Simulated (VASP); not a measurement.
A run of VASP 6.6.1 is set up as follows.

Contents of POSCAR:

```
Ru
1.0
    2.7058000000      0.0000000000      0.0000000000
   -1.3529000000      2.3432915376      0.0000000000
    0.0000000000      0.0000000000      4.2819000000
Ru
2
Direct
    0.6666666667      0.3333333333      0.7500000000
    0.3333333333      0.6666666667      0.2500000000
```

File INCAR.step1:

```
SYSTEM = Ru
  PREC = Accurate
  ENCUT = 600
  ISMEAR = -1
  SIGMA = 0.05
  LREAL = .FALSE.
  LASPH = .TRUE.
  NELM = 80
  GGA = PE
  ALGO = Normal
  EDIFF = 1E-4
  LWAVE = .TRUE.
  LCHARG = .FALSE.
```

INCAR.step2

```
SYSTEM = Ru
  PREC = Accurate
  ENCUT = 600
  EDIFF = 1E-6
  ISMEAR = -1
  SIGMA = 0.05
  LREAL = .FALSE.
  LASPH = .TRUE.
  NELM = 80
  ALGO = Normal
  ISIF = 3
  LWAVE = .FALSE.
  LCHARG = .FALSE.
  METAGGA = R2SCAN
  LMIXTAU = .TRUE.
  IVDW = 13
  VDW_S6 = 1.0
  VDW_S8 = 0.6018749
  VDW_A1 = 0.51559235
  VDW_A2 = 5.77342911
  IBRION = 2
  NSW = 60
  EDIFFG = -0.01
  ISTART = 1
```

KPOINTS

```
Automatic mesh
0
G
  11 11 6
  0 0 0
```

Potentials or basis: VASP PAW PBE potentials, release 64 (Ru_pv).

The run is started by

```sh
$ cat potpaw_PBE.64/Ru_pv/POTCAR > POTCAR
$ cp INCAR.step1 INCAR
$ mpirun -np 1 vasp_std > vasp.out
$ cp INCAR.step2 INCAR
$ mpirun -np 1 vasp_std > vasp.out
```

Question: What does it give for the relaxed cell?

Answer: a = 2.701 Å, b = 2.701 Å, c = 4.268 Å, α = 90.00°, β = 90.00°, γ = 120.00°.

Question: Predict the relaxed volume.

Answer: 13.48 Å³/atom.

Question: What does it give for the space group after relaxing (to 0.1 Å)?

Answer: P6_3/mmc (No. 194).

Question: What does it give for the dispersion energy per atom?

Answer: -0.176 eV.

Step by step:
```csv
step,energy change (eV),largest force (eV/Å),pressure (GPa),volume (Å³)
1,0.0000,0.0000,-2.24,27.15
2,0.0118,0.0000,7.62,26.41
3,-0.0014,0.0000,0.01,26.97
4,-0.0014,0.0000,0.04,26.96
5,-0.0014,0.0000,0.02,26.97
6,-0.0014,0.0000,0.03,26.97
```

Caveat: the PAW data sets were made with another functional, which shifts forces and pressure a little.
